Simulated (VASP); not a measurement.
# Si (C2) in VASP: single point with LDA

Aim: the single point of Si with LDA.

Program: VASP 6.6.1. These are calculated values, not measurements. Logs are shortened: lines on timing, memory, paths and dates and some standing lists are left out, and cuts for length are marked.

## (1) The cell of the first run

It takes space group C2 (No. 5, monoclinic). The conventional cell has a = 5.043 Å, b = 28.010 Å, c = 3.817 Å, α = 90.00°, β = 112.23°, γ = 90.00°. Si (site symmetry 1) has 4 Si at 2.33 to 2.36 Å within 3.1 Å. Si (site symmetry 1) has 4 Si at 2.03 to 2.36 Å within 2.7 Å. Si (site symmetry 1) has 4 Si at 2.33 to 2.36 Å within 3.1 Å. Within 2.7 Å of Si (site symmetry 2) lie 4 Si at 2.03 to 2.33 Å. Within 3.1 Å of Si (site symmetry 2) lie 4 Si at 2.33 to 2.36 Å. Within 3.1 Å of Si (site symmetry 2) lie 4 Si at 2.33 to 2.36 Å. Within 3.1 Å of Si (site symmetry 2) lie 4 Si at 2.33 to 2.36 Å. Si (site symmetry 2) has 7 Si at 2.33 to 3.34 Å within 3.4 Å.

## (2) Single point, LDA

Contents of INCAR:

```
PREC     = Accurate       # precision mode
ENCUT    = 520            # plane-wave cutoff, eV
EDIFF    = 1E-6           # SCF threshold, eV
ISMEAR   = 0              # smearing method
SIGMA    = 0.03           # smearing width, eV
LREAL    = F              # projectors in reciprocal space
LASPH    = T              # aspherical terms in the spheres
NELM     = 80             # most SCF steps
ALGO     = Normal         # electronic algorithm
ISIF     = 2              # what is computed and relaxed
LWAVE    = F              # write WAVECAR
LCHARG   = T              # write CHGCAR
LELF     = T              # ELF
LVHAR    = T            
NBANDS   = 36             # bands
ISYM     = 0
```

Contents of KPOINTS:

```
regular mesh
0
Gamma
  9 7 3
```

Contents of POSCAR:

```
Si
1.0
    0.0000000000      0.0000000000     -3.8165079742
   -3.3010168595     -3.3010168595     -1.9082539871
  -11.5535590082      8.2525421487      0.9541269936
Si
12
Direct
    0.8455121040      0.5054424587      0.2737333333
    0.1788454373      0.1721091254      0.9404000000
    0.5121787706      0.3387757921      0.6070666667
    0.4878212294      0.2208242079      0.2737333333
    0.8211545627     -0.1125091254      0.9404000000
    0.1544878960      0.0541575413      0.6070666667
    0.0596151458     -0.0298151458      0.0596302915
    0.3929484791     -0.3631484791      0.7262969582
    0.7262818124     -0.1964818124      0.3929636249
    0.2737181876     -0.2439181876      0.4878363751
    0.6070515209     -0.0772515209      0.1545030418
    0.9403848542     -0.4105848542      0.8211697085
```

Potentials or basis: VASP PAW LDA potentials, release 64 (Si).

Run with:

```sh
$ cat potpaw_LDA.64/Si/POTCAR > POTCAR
$ mpirun -np 1 vasp_std > vasp.out
```

OUTCAR:

```text
PREC = Accurate
   ENCUT = 520
   EDIFF = 1E-6
   ISMEAR = 0
   LREAL = F
   LASPH = T
   NELM = 80
   ISIF = 2
   ISYM = 0

 ion  position               nearest neighbor table
   1  0.846  0.505  0.274-   4 2.33   4 2.33  11 2.36   9 2.36
   2  0.179  0.172  0.940-   7 2.03   5 2.33   5 2.33  12 2.36
   3  0.512  0.339  0.607-   6 2.33   6 2.33   8 2.36  10 2.36
   4  0.488  0.221  0.274-   1 2.33   1 2.33  11 2.36   9 2.36
   5  0.821  0.887  0.940-   7 2.03   2 2.33   2 2.33  12 2.36
   6  0.154  0.054  0.607-   3 2.33   3 2.33   8 2.36  10 2.36
   7  0.060  0.970  0.060-   5 2.03   2 2.03  11 2.33  11 2.33
   8  0.393  0.637  0.726-  12 2.33  12 2.33   3 2.36   6 2.36
   9  0.726  0.804  0.393-  10 2.33  10 2.33   4 2.36   1 2.36
  10  0.274  0.756  0.488-   9 2.33   9 2.33   3 2.36   6 2.36
  11  0.607  0.923  0.155-   7 2.33   7 2.33   4 2.36   1 2.36
  12  0.940  0.589  0.821-   8 2.33   8 2.33   5 2.36   2 2.36

IMPORTANT INFORMATION: All symmetrisations will be switched off!
NOSYMM: (Re-)initialisation of all symmetry stuff for point group C_1.

----------------------------------------------------------------------------------------

                                     Primitive cell

  volume of cell :     249.5243

  direct lattice vectors                    reciprocal lattice vectors
     0.000000000  0.000000000 -3.816507974     0.050489493  0.100978985 -0.262019628
    -3.301016859 -3.301016859 -1.908253987    -0.126223732 -0.176713224  0.000000000
   -11.553559008  8.252542149  0.954126994    -0.050489493  0.050489493  0.000000000

  length of vectors
     3.816507974  5.043298315 14.230233167     0.285307255  0.217163519  0.071402925

  position of ions in fractional coordinates (direct lattice)
     0.845512104  0.505442459  0.273733333
     0.178845437  0.172109125  0.940400000
     0.512178771  0.338775792  0.607066667
     0.487821229  0.220824208  0.273733333
     0.821154563  0.887490875  0.940400000
     0.154487896  0.054157541  0.607066667
     0.059615146  0.970184854  0.059630291
     0.392948479  0.636851521  0.726296958
     0.726281812  0.803518188  0.392963625
     0.273718188  0.756081812  0.487836375
     0.607051521  0.922748479  0.154503042
     0.940384854  0.589415146  0.821169709

  ion indices of the primitive-cell ions
   primitive index   ion index
                 1           1
                 2           2
                 3           3
                 4           4
                 5           5
                 6           6
                 7           7
                 8           8
                 9           9
                10          10
                11          11
                12          12

----------------------------------------------------------------------------------------

 KPOINTS: regular mesh

Automatic generation of k-mesh.
 Grid dimensions read from file:
 generate k-points for:    9    7    3

 Generating k-lattice:

  Cartesian coordinates                     Fractional coordinates (reciprocal lattice)
     0.005609944  0.011219887 -0.029113292     0.111111111  0.000000000 -0.000000000
    -0.018031962 -0.025244746  0.000000000     0.000000000  0.142857143  0.000000000
    -0.016829831  0.016829831  0.000000000     0.000000000  0.000000000  0.333333333

  Length of vectors
     0.031700806  0.031023360  0.023800975

  Shift w.r.t. Gamma in fractional coordinates (k-lattice)
     0.000000000  0.000000000  0.000000000

 -----------------------------------------------------------------------------
|                                                                             |
|           W    W    AA    RRRRR   N    N  II  N    N   GGGG   !!!           |
|           W    W   A  A   R    R  NN   N  II  NN   N  G    G  !!!           |
|           W    W  A    A  R    R  N N  N  II  N N  N  G       !!!           |
|           W WW W  AAAAAA  RRRRR   N  N N  II  N  N N  G  GGG   !            |
|           WW  WW  A    A  R   R   N   NN  II  N   NN  G    G                |
|           W    W  A    A  R    R  N    N  II  N    N   GGGG   !!!           |
|                                                                             |
|     Your reciprocal lattice and k-lattice belong to different lattice       |
|     classes:                                                                |
|                                                                             |
|        The reciprocal lattice is base-centered monoclinic,                  |
|        whereas your k-lattice is triclinic.                                 |
|                                                                             |
|     Results are often still useful ...                                      |
|                                                                             |
 -----------------------------------------------------------------------------

 WARNING: IBZKPT: internal override: KBLOWUP is changed to .FALSE.
      ... skipping the blow-up phase ...

 Subroutine IBZKPT returns following result:
 ===========================================

 Found     95 irreducible k-points:

 Following reciprocal coordinates:
            Coordinates               Weight
  0.000000  0.000000  0.000000      1.000000
  0.111111 -0.000000 -0.000000      2.000000
  0.222222 -0.000000 -0.000000      2.000000
  0.333333 -0.000000  0.000000      2.000000
  0.444444 -0.000000 -0.000000      2.000000
  0.000000  0.142857  0.000000      2.000000
[... 16 lines left out ...]
 -0.111111  0.285714  0.000000      2.000000
  0.000000  0.428571  0.000000      2.000000
 [... further k-points ...]
   k-points           NKPTS =     95   k-points in BZ     NKDIM =     95   number of bands    NBANDS=     36
   number of dos      NEDOS =    301   number of ions     NIONS =     12
   total plane-waves  NPLWV = 120960
   dimension x,y,z NGX =    28 NGY =   40 NGZ =  108
   dimension x,y,z NGXF=    56 NGYF=   80 NGZF=  216
   ions per type =              12
   NGX,Y,Z   is equivalent  to a cutoff of  12.20, 13.19, 12.62 a.u.
   NGXF,Y,Z  is equivalent  to a cutoff of  24.39, 26.37, 25.23 a.u.
 SYSTEM =  unknown system
   PREC   = accura    normal or accurate (medium, high low for compatibility)
   ISTART =      0    job   : 0-new  1-cont  2-samecut
   ICHARG =      2    charge: 1-file 2-atom 10-const
   ISPIN  =      1    spin polarized calculation?
   LNONCOLLINEAR =      F non collinear calculations
   LSORBIT =      F    spin-orbit coupling
   LASPH  =      T    aspherical Exc in radial PAW
   ENCUT  =  520.0 eV  38.22 Ry    6.18 a.u.   7.10  9.38 26.46*2*pi/ulx,y,z
   NELM   =     80;   NELMIN=  2; NELMDL= -5     # of ELM steps
   EDIFF  = 0.1E-05   stopping-criterion for ELM
   LREAL  =      F    real-space projection
   EDIFFG = 0.1E-04   stopping-criterion for IOM
   NSW    =      0    number of steps for IOM
   IBRION =     -1    ionic relax: 0-MD 1-quasi-New 2-CG
   NFREE  =      0    steps in history (QN), initial steepest desc. (CG)
   ISIF   =      2    stress and relaxation
   ISYM   =      0    0-nonsym 1-usesym 2-fastsym
   POTIM  = 0.5000    time-step for ionic-motion
   TEBEG  =    0.0;   TEEND  =   0.0 temperature during run
   PSTRESS=    0.0 pullay stress
   NELECT =      48.0000    total number of electrons
   NUPDOWN=      -1.0000    fix difference up-down
   EMIN   =  10.00;   EMAX   =-10.00  energy-range for DOS
   EFERMI =   0.00;   METHOD = LEGACY
   ISMEAR =     0;   SIGMA  =   0.03  broadening in eV -4-tet -1-fermi 0-gaus
   EFERMI_NEDOS =   21; number of points for ismear=-14 and -15
   IALGO  =     38    algorithm
   IMIX   =      4    mixing-type and parameters
     AMIX     =   0.40;   BMIX     =  1.00
     AMIX_MAG =   1.60;   BMIX_MAG =  1.00
  volume/ion in A,a.u.               =      20.79       140.32
  Fermi-wavevector in a.u.,A,eV,Ry     =   0.945042  1.785870 12.151413  0.893104
  Thomas-Fermi vector in A             =   2.072905
   LORBIT       =      0    0 simple, 1 ext, 2 COOP (PROOUT), +10 PAW based schemes
   GGA     = CA    functional components
   LHFCALC =     F    Hartree Fock is set to
   AEXX    =    0.0000 exact exchange contribution
   IVDW    =     0    specifies the selected vdW correction
   LEPSILON=     F    determine dielectric tensor
   LRPA    =     F    only Hartree local field effects (RPA)
 non-spin polarized calculation
 Gauss-broadening in eV      SIGMA  =   0.03
  energy-cutoff  :      520.00
  volume of cell :      249.52
 maximum number of plane-waves:      6758
   NGX = 15   NGY = 19   NGZ = 53

 number of electron      47.9999998 magnetization

 Free energy of the ion-electron system (eV)
  ---------------------------------------------------
  ext. energy  EPLUGINS =         0.00000000
  ---------------------------------------------------
  free energy    TOTEN  =       -67.23711235 eV

  energy without entropy =      -67.23637258  energy(sigma->0) =      -67.23674247

 E-fermi :   5.9574     XC(G=0):  -9.3528

 val. band max:        5.9565324968   @ k =  -0.4444   0.2857   0.3333
 cond. band min:       5.9711665284   @ k =  -0.4444  -0.1429   0.3333
 fundamental gap:      0.0146340316
 Fermi energy:         5.9574002689

 k-point     1 :       0.0000    0.0000    0.0000
  band No.  band energies     occupation
      1      -7.3224      2.00000
      2      -6.3509      2.00000
      3      -6.0458      2.00000
      4      -4.3794      2.00000
      5      -3.9548      2.00000
      6      -2.2376      2.00000
[... 28 lines left out ...]
     35       7.9581      0.00000
     36       8.1415      0.00000
[... 866 lines left out ...]
      6      -3.9403      2.00000
[... 28 lines left out ...]
     35       9.5363      0.00000
     36       9.8220      0.00000

 [... further k-points ...]

------------------------ aborting loop because EDIFF is reached ----------------------------------------

  FORCE on cell =-STRESS in cart. coord.  units (eV):
  Direction    XX          YY          ZZ          XY          YZ          ZX
  --------------------------------------------------------------------------------------
  -------------------------------------------------------------------------------------
  Total        7.9550399      7.9468507      2.6535889     -4.3083321      0.7967511      0.8047059
  in kB       51.0787234     51.0261415     17.0384985    -27.6634820      5.1158802      5.1669574
  external PRESSURE =      39.7144544 kB  Pullay stress =       0.0000000 kB

 VOLUME and BASIS-vectors are now :
 -----------------------------------------------------------------------------
  energy-cutoff  :      520.00
  volume of cell :      249.52
      direct lattice vectors                 reciprocal lattice vectors
     0.000000000  0.000000000 -3.816507974     0.050489493  0.100978985 -0.262019628
    -3.301016859 -3.301016859 -1.908253987    -0.126223732 -0.176713224  0.000000000
   -11.553559008  8.252542149  0.954126994    -0.050489493  0.050489493  0.000000000

 POSITION                                       TOTAL-FORCE (eV/Angst)
 -----------------------------------------------------------------------------------
     -4.83107      0.59052     -3.93024        -0.085907     -0.007657     -0.242120
    -11.43310      7.19256     -0.11373         1.489374     -4.599368     -1.834948
     -8.13209      3.89154     -2.02199        -0.039572     -0.022181     -0.035432
     -3.89154      1.53005     -2.02199         0.009521      0.085154      0.241057
    -13.79459      4.83107     -3.93024         4.598465     -1.489825      1.836250
     -7.19256      4.83107     -0.11373         0.021150      0.037801      0.035679
     -3.89154     -2.71050     -2.02199        -4.964446      4.967119     -0.002994
    -10.49357      3.89154     -2.02199        -0.075391      0.076689     -0.001754
     -7.19256      0.59052     -3.93024         0.027822     -0.027796     -0.001262
     -8.13209      1.53005     -2.02199        -0.035194      0.035793      0.001989
     -4.83107     -1.77097     -3.93024        -0.442697      0.441540      0.000598
    -11.43310      4.83107     -3.93024        -0.503127      0.502730      0.002937
 -----------------------------------------------------------------------------------
    total drift:                               -0.000084      0.000178      0.000086

  FREE ENERGIE OF THE ION-ELECTRON SYSTEM (eV)
  ---------------------------------------------------
  free  energy   TOTEN  =       -67.2371123545 eV

  energy  without entropy=      -67.2363725808  energy(sigma->0) =      -67.23674247
```

Run time: 9.7 min. Hardware: 1 thread of Intel Xeon 6975P-C (Granite Rapids), shared host; peak memory 0.64 GiB.

Results:

* Free energy: -67.2371 eV
* Pressure: 4.0 GPa
* Largest force: 7.023 eV/Å
* Band gap on the k mesh: zero (bands 24 and 25 overlap by 0.47 eV)

Forces on the atoms (eV/Å):
```
Si  -0.086 -0.008 -0.242
Si   1.489 -4.599 -1.835
Si  -0.040 -0.022 -0.035
Si   0.010  0.085  0.241
Si   4.598 -1.490  1.836
Si   0.021  0.038  0.036
Si  -4.964  4.967 -0.003
Si  -0.075  0.077 -0.002
Si   0.028 -0.028 -0.001
Si  -0.035  0.036  0.002
Si  -0.443  0.442  0.001
Si  -0.503  0.503  0.003
```

Levels at points of the mesh, in eV from the Fermi level:
| k point | band 21 | band 22 | band 23 | band 24 | band 25 | band 26 | band 27 | band 28 |
| --- | --- | --- | --- | --- | --- | --- | --- | --- |
| (0.00, 0.00, 0.00) | -1.94 | -1.94 | -1.80 | -1.56 | 0.11 | 0.35 | 0.78 | 1.17 |

Caveat: the cell stands under pressure; semilocal functionals underestimate gaps, and a narrow one can read as zero; forces of over 1 eV/Å act on the atoms, so gaps and moduli don't describe the material at rest.
